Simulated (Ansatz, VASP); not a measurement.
One calculation of Zr, two programs

```
CELL_PARAMETERS angstrom
3.27453 0.00000 0.00000
-1.63726 2.83583 0.00000
0.00000 0.00000 5.21473
ATOMIC_POSITIONS crystal
Zr 0.33333 0.66667 0.25000
Zr 0.66667 0.33333 0.75000
```

Change from the starting cell: volume scaled by 1.04.

Alike in both runs: task single point; functional LDA; k mesh 13 × 13 × 7; occupations fermi-dirac, width 0.03 eV; no spin polarisation.

|  | VASP | Ansatz |
| --- | --- | --- |
| version | VASP 6.6.1 | Ansatz 0.2.0 |
| potentials or method | VASP PAW LDA potentials, release 64 (Zr_sv), cutoff 520 eV | all-electron LAPW, scalar-relativistic |

Ansatz gave:

```
pressure (GPa)                                                : -9.1
traceless stress, the component that is largest in VASP (GPa) : 0.37
```

Task: What did VASP give for the same quantities?

Result: Pressure (GPa): -9.1; traceless stress, the component that is largest in VASP (GPa): 0.39.

LDA's correlation is that of Perdew and Zunger in VASP and of Perdew and Wang (1992) in Ansatz. Ansatz ran all-electron here, and VASP with PAW potentials.
